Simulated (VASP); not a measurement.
# InPd (Pm-3m) in VASP: single point with PBEsol

Aim: the single point of InPd with PBEsol.

Program: VASP 6.6.1. These are calculated values, not measurements. Logs are shortened: lines on timing, memory, paths and dates and some standing lists are left out, and cuts for length are marked.

## (1) The cell of the first run

Symmetry: Pm-3m, No. 221, cubic system. The conventional cell has a = 3.272 Å, b = 3.272 Å, c = 3.272 Å, α = 90.00°, β = 90.00°, γ = 90.00°. In (site symmetry m-3m) has 8 Pd at 2.83 Å and 6 In at 3.27 Å within 3.7 Å. Within 3.7 Å of Pd (site symmetry m-3m) lie 8 In at 2.83 Å and 6 Pd at 3.27 Å.

## (2) Single point, PBEsol

File POSCAR:

```
InPd
1.0
    3.2718847800      0.0000000000      0.0000000000
    0.0000000000      3.2718847800      0.0000000000
    0.0000000000      0.0000000000      3.2718847800
In Pd
1 1
Direct
    0.0000000000      0.0000000000      0.0000000000
    0.5000000000      0.5000000000      0.5000000000
```

File INCAR.step1:

```
SYSTEM = InPd
GGA = PS
ISMEAR = 1
SIGMA = 0.1
LWAVE = .False.
LCHARG = .True.
NBANDS = 28
PREC = Accurate
LASPH = .True.
LREAL = .False.
ALGO = Normal
EDIFF = 1E-6
NELM = 120
GGA_COMPAT = .False.
ENCUT = 500
LMAXMIX = 4
```

File KPOINTS.step1:

```
k-points
0
Gamma
  9 9 9
```

File INCAR.step2:

```
SYSTEM = InPd
GGA = PS
ISMEAR = -5
LWAVE = .False.
LCHARG = .False.
NBANDS = 28
PREC = Accurate
LASPH = .True.
LREAL = .False.
ALGO = Normal
EDIFF = 1E-6
NELM = 120
GGA_COMPAT = .False.
ENCUT = 500
LMAXMIX = 4
NEDOS = 4001
LORBIT = 11
EMIN = -6.6405
EMAX = 18.3595
ICHARG = 11
```

File KPOINTS.step2:

```
Automatic mesh
0
Gamma
  25 25 25
  0 0 0
```

Potentials or basis: VASP PAW PBE potentials, release 64 (In_d, Pd).

Command:

```sh
cat potpaw_PBE.64/In_d/POTCAR potpaw_PBE.64/Pd/POTCAR > POTCAR
cp INCAR.step1 INCAR
cp KPOINTS.step1 KPOINTS
mpirun -np 1 vasp_std > vasp.out
cp INCAR.step2 INCAR
cp KPOINTS.step2 KPOINTS
mpirun -np 1 vasp_std > vasp.out
```

OUTCAR:

```text
SYSTEM = InPd
   GGA = PS
   ISMEAR = -5
   PREC = Accurate
   LASPH = .True.
   LREAL = .False.
   EDIFF = 1E-6
   NELM = 120
   ENCUT = 500
   LORBIT = 11
   EMIN = -6.6405
   ICHARG = 11

 ion  position               nearest neighbor table
   1  0.000  0.000  0.000-   2 2.83   2 2.83   2 2.83   2 2.83   2 2.83   2 2.83   2 2.83   2 2.83

   2  0.500  0.500  0.500-   1 2.83   1 2.83   1 2.83   1 2.83   1 2.83   1 2.83   1 2.83   1 2.83

  LATTYP: Found a simple cubic cell.
 ALAT       =     3.2718847800

  Lattice vectors:

 A1 = (   3.2718847800,   0.0000000000,   0.0000000000)
 A2 = (   0.0000000000,   3.2718847800,   0.0000000000)
 A3 = (   0.0000000000,   0.0000000000,   3.2718847800)

Analysis of symmetry for initial positions (statically):
=====================================================================
 Subroutine PRICEL returns:
 Original cell was already a primitive cell.

 Routine SETGRP: Setting up the symmetry group for a
 simple cubic supercell.

 Subroutine GETGRP returns: Found 48 space group operations
 (whereof 48 operations were pure point group operations)
 out of a pool of 48 trial point group operations.

The static configuration has the point symmetry O_h .

Analysis of symmetry for dynamics (positions and initial velocities):
=====================================================================
 Subroutine PRICEL returns:
 Original cell was already a primitive cell.

 Routine SETGRP: Setting up the symmetry group for a
 simple cubic supercell.

 Subroutine GETGRP returns: Found 48 space group operations
 (whereof 48 operations were pure point group operations)
 out of a pool of 48 trial point group operations.

The dynamic configuration has the point symmetry O_h .

 Subroutine INISYM returns: Found 48 space group operations
 (whereof 48 operations are pure point group operations),
 and found     1 'primitive' translations

----------------------------------------------------------------------------------------

                                     Primitive cell

  volume of cell :      35.0263

  direct lattice vectors                    reciprocal lattice vectors
     3.271884780  0.000000000  0.000000000     0.305634234  0.000000000  0.000000000
     0.000000000  3.271884780  0.000000000     0.000000000  0.305634234  0.000000000
     0.000000000  0.000000000  3.271884780     0.000000000  0.000000000  0.305634234

  length of vectors
     3.271884780  3.271884780  3.271884780     0.305634234  0.305634234  0.305634234

  position of ions in fractional coordinates (direct lattice)
     0.000000000  0.000000000  0.000000000
     0.500000000  0.500000000  0.500000000

  ion indices of the primitive-cell ions
   primitive index   ion index
                 1           1
                 2           2

----------------------------------------------------------------------------------------

 KPOINTS: Automatic mesh

Automatic generation of k-mesh.
 Grid dimensions read from file:
 generate k-points for:   25   25   25

 Generating k-lattice:

  Cartesian coordinates                     Fractional coordinates (reciprocal lattice)
     0.012225369  0.000000000  0.000000000     0.040000000  0.000000000  0.000000000
     0.000000000  0.012225369  0.000000000     0.000000000  0.040000000  0.000000000
     0.000000000  0.000000000  0.012225369     0.000000000  0.000000000  0.040000000

  Length of vectors
     0.012225369  0.012225369  0.012225369

  Shift w.r.t. Gamma in fractional coordinates (k-lattice)
     0.000000000  0.000000000  0.000000000

 TETIRR: Found   7777 inequivalent tetrahedra from    93750

 Subroutine IBZKPT returns following result:
 ===========================================

 Found    455 irreducible k-points:

 Following reciprocal coordinates:
            Coordinates               Weight
  0.000000  0.000000  0.000000      1.000000
  0.040000  0.000000  0.000000      6.000000
  0.080000  0.000000  0.000000      6.000000
  0.120000  0.000000  0.000000      6.000000
  0.160000  0.000000  0.000000      6.000000
  0.200000  0.000000  0.000000      6.000000
[... 16 lines left out ...]
  0.400000  0.040000  0.000000     24.000000
  0.440000  0.040000  0.000000     24.000000
 [... further k-points ...]
   k-points           NKPTS =    455   k-points in BZ     NKDIM =    455   number of bands    NBANDS=     28
   number of dos      NEDOS =   4001   number of ions     NIONS =      2
   total plane-waves  NPLWV =  13824
   dimension x,y,z NGX =    24 NGY =   24 NGZ =   24
   dimension x,y,z NGXF=    48 NGYF=   48 NGZF=   48
   ions per type =               1   1
   NGX,Y,Z   is equivalent  to a cutoff of  12.19, 12.19, 12.19 a.u.
   NGXF,Y,Z  is equivalent  to a cutoff of  24.39, 24.39, 24.39 a.u.
 SYSTEM =  InPd
   PREC   = accura    normal or accurate (medium, high low for compatibility)
   ISTART =      0    job   : 0-new  1-cont  2-samecut
   ICHARG =     11    charge: 1-file 2-atom 10-const
   ISPIN  =      1    spin polarized calculation?
   LNONCOLLINEAR =      F non collinear calculations
   LSORBIT =      F    spin-orbit coupling
   LASPH  =      T    aspherical Exc in radial PAW
   ENCUT  =  500.0 eV  36.75 Ry    6.06 a.u.   5.97  5.97  5.97*2*pi/ulx,y,z
   NELM   =    120;   NELMIN=  2; NELMDL=  0     # of ELM steps
   EDIFF  = 0.1E-05   stopping-criterion for ELM
   LREAL  =      F    real-space projection
   EDIFFG = 0.1E-04   stopping-criterion for IOM
   NSW    =      0    number of steps for IOM
   IBRION =     -1    ionic relax: 0-MD 1-quasi-New 2-CG
   NFREE  =      0    steps in history (QN), initial steepest desc. (CG)
   ISIF   =      2    stress and relaxation
   ISYM   =      2    0-nonsym 1-usesym 2-fastsym
   POTIM  = 0.5000    time-step for ionic-motion
   TEBEG  =    0.0;   TEEND  =   0.0 temperature during run

   SCALEE = 1.0000    scale energy and forces
   PSTRESS=    0.0 pullay stress
   NELECT =      23.0000    total number of electrons
   NUPDOWN=      -1.0000    fix difference up-down
   EMIN   =  -6.64;   EMAX   = 18.36  energy-range for DOS
   EFERMI =   0.00;   METHOD = LEGACY
   ISMEAR =    -5;   SIGMA  =   0.20  broadening in eV -4-tet -1-fermi 0-gaus
   EFERMI_NEDOS =   21; number of points for ismear=-14 and -15
   IALGO  =     38    algorithm
   IMIX   =      4    mixing-type and parameters
     AMIX     =   0.40;   BMIX     =  1.00
     AMIX_MAG =   1.60;   BMIX_MAG =  1.00
  volume/ion in A,a.u.               =      17.51       118.18
  Fermi-wavevector in a.u.,A,eV,Ry     =   1.422938  2.688964 27.548447  2.024754
  Thomas-Fermi vector in A             =   2.543589
   LORBIT       =     11    0 simple, 1 ext, 2 COOP (PROOUT), +10 PAW based schemes
   GGA     = PS    functional components
   LHFCALC =     F    Hartree Fock is set to
   AEXX    =    0.0000 exact exchange contribution
   IVDW    =     0    specifies the selected vdW correction
   LEPSILON=     F    determine dielectric tensor
   LRPA    =     F    only Hartree local field effects (RPA)

   CSHIFT  =0.1000    complex shift for real part using Kramers Kronig

   OMEGAMAX=  -1.0    maximum frequency
 non-spin polarized calculation
 Fermi weights with tetrahedron method with Bloechl corrections
  energy-cutoff  :      500.00
  volume of cell :       35.03
 maximum number of plane-waves:       912
 NGX is ok and might be reduce to    24

 number of electron      22.9999997 magnetization

 Free energy of the ion-electron system (eV)
  ---------------------------------------------------
  ext. energy  EPLUGINS =         0.00000000
  ---------------------------------------------------
  free energy    TOTEN  =        -9.99494317 eV

  energy without entropy =       -9.99494317  energy(sigma->0) =       -9.99494317

 E-fermi :  10.3512     XC(G=0): -12.4032

 val. band max:       10.3766204453   @ k =   0.4800   0.3600   0.3600
 cond. band min:      10.3293248195   @ k =   0.2800   0.0000   0.0000
 fundamental gap:     -0.0472956257
 Fermi energy:        10.3512383785

 k-point     1 :       0.0000    0.0000    0.0000
  band No.  band energies     occupation
      1      -4.5550      2.00000
      2      -4.5550      2.00000
      3      -4.1417      2.00000
      4      -4.1417      2.00000
      5      -4.1417      2.00000
      6       0.2047      2.00000
[... 15 lines left out ...]
     22      31.0832      0.00000
     23      31.0832      0.00000

 k-point     2 :       0.0400    0.0000    0.0000
  band No.  band energies     occupation
      1      -4.5541      2.00000
      2      -4.5494      2.00000
      3      -4.1434      2.00000
      4      -4.1434      2.00000
      5      -4.1411      2.00000
      6       0.2302      2.00000
[... 15 lines left out ...]
     22      30.8702      0.00000
     23      30.8702      0.00000

 k-point     3 :       0.0800    0.0000    0.0000
  band No.  band energies     occupation
      1      -4.5514      2.00000
      2      -4.5329      2.00000
      3      -4.1484      2.00000
      4      -4.1484      2.00000
      5      -4.1396      2.00000
      6       0.3065      2.00000
[... 15 lines left out ...]
     22      30.3774      0.00000
     23      30.3774      0.00000
[... 495 lines left out ...]
 k-point    23 :       0.4000    0.0400    0.0000
  band No.  band energies     occupation
      1      -4.4974      2.00000
      2      -4.2432      2.00000
      3      -4.2396      2.00000
      4      -4.2329      2.00000
      5      -4.1146      2.00000
      6       2.6928      2.00000
[... 15 lines left out ...]
     22      30.8227      0.00000
     23      31.0869      0.00000

 k-point    24 :       0.4400    0.0400    0.0000
  band No.  band energies     occupation
      1      -4.4938      2.00000
      2      -4.2497      2.00000
      3      -4.2460      2.00000
      4      -4.2118      2.00000
      5      -4.1127      2.00000
      6       3.1642      2.00000
[... 15 lines left out ...]
     22      31.4463      0.00000
     23      32.4228      0.00000

 [... further k-points ...]

 [bands above 23 left out]

------------------------ aborting loop because EDIFF is reached ----------------------------------------

  FORCE on cell =-STRESS in cart. coord.  units (eV):
  Direction    XX          YY          ZZ          XY          YZ          ZX
  --------------------------------------------------------------------------------------
  -------------------------------------------------------------------------------------
  Total       -0.6106869     -0.6106869     -0.6106869      0.0000000     -0.0000000      0.0000000
  in kB      -27.9341343    -27.9341343    -27.9341343      0.0000000     -0.0000000      0.0000000
  external PRESSURE =     -27.9341343 kB  Pullay stress =       0.0000000 kB

 VOLUME and BASIS-vectors are now :
 -----------------------------------------------------------------------------
  energy-cutoff  :      500.00
  volume of cell :       35.03
      direct lattice vectors                 reciprocal lattice vectors
     3.271884780  0.000000000  0.000000000     0.305634234  0.000000000  0.000000000
     0.000000000  3.271884780  0.000000000     0.000000000  0.305634234  0.000000000
     0.000000000  0.000000000  3.271884780     0.000000000  0.000000000  0.305634234

 POSITION                                       TOTAL-FORCE (eV/Angst)
 -----------------------------------------------------------------------------------
      0.00000      0.00000      0.00000         0.000000      0.000000      0.000000
      1.63594      1.63594      1.63594         0.000000      0.000000      0.000000
 -----------------------------------------------------------------------------------
    total drift:                                0.000000      0.000000     -0.000000

  FREE ENERGIE OF THE ION-ELECTRON SYSTEM (eV)
  ---------------------------------------------------
  free  energy   TOTEN  =        -9.9949431689 eV

  energy  without entropy=       -9.9949431689  energy(sigma->0) =       -9.99494317

 total charge

# of ion       s       p       d       tot
------------------------------------------
    1        0.803   0.742   9.901  11.446
    2        0.417   0.420   8.639   9.476
--------------------------------------------------
tot          1.220   1.161  18.540  20.922
```

It took 84 s on 1 thread of Intel Xeon 6975P-C (Granite Rapids), shared host; peak memory 0.46 GiB.

What came out:

```
Valence electrons inside the program's atomic spheres : In 11.45; Pd 9.48
Density of states at the Fermi level                  : 0.37 states/eV/atom
```

Caveat: the PAW data sets were made with another functional, which shifts forces and pressure a little; spin-orbit coupling is left out, which moves the levels of the heavy elements; tetrahedron occupations give inexact forces and stress in metals.
